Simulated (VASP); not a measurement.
Write the native input for VASP 6.6.1 that does the following.

- Task: single point
- Functional: LDA
- Potentials or basis: VASP PAW LDA potentials, release 64 (V_sv, Si)
- Cutoff: 500 eV
- k mesh: 15 × 15 × 15
- Occupations: fermi-dirac, width 0.1 eV
- Spin: no spin polarisation
- Dipole correction: no
- Further INCAR settings: ALGO = Normal; EDIFF = 1e-06; NBANDS = 16

The structure of VSi (rocksalt type) lies in POSCAR:

```
VSi
1.0
    0.0000000000      2.1756103161      2.1756103161
    2.1756103161      0.0000000000      2.1756103161
    2.1756103161      2.1756103161      0.0000000000
V Si
1 1
Direct
    0.0000000000      0.0000000000      0.0000000000
    0.5000000000      0.5000000000      0.5000000000
```

These files were run (other wordings do the same):

INCAR

```
ALGO     = Normal         # electronic algorithm
EDIFF    = 1E-6           # SCF threshold, eV
ENCUT    = 500            # plane-wave cutoff, eV
GGA_COMPAT= F            
ISIF     = 2              # what is computed and relaxed
ISMEAR   = -1             # smearing method
LASPH    = T              # aspherical terms in the spheres
LCHARG   = F              # write CHGCAR
LREAL    = F              # projectors in reciprocal space
LWAVE    = F              # write WAVECAR
NBANDS   = 16             # bands
NELM     = 120            # most SCF steps
PREC     = Accurate       # precision mode
SIGMA    = 0.1            # smearing width, eV
```

KPOINTS

```
k-points
0
Gamma
  15 15 15
```

Potentials or basis: VASP PAW LDA potentials, release 64 (V_sv, Si).

Run with:

```console
$ cat potpaw_LDA.64/V_sv/POTCAR potpaw_LDA.64/Si/POTCAR > POTCAR
$ mpirun -np 1 vasp_std > vasp.out
```

It gave:

```json
{
 "Pressure": "80.1 GPa",
 "Band gap on the k mesh": "zero (an odd number of electrons rules out a gap without spin polarisation)"
}
```

Caveat: the cell stands under pressure.

It took 11 s on 1 thread of Intel(R) Xeon(R) 6975P-C (Granite Rapids), with other jobs on the host, peak memory 0.15 GiB.
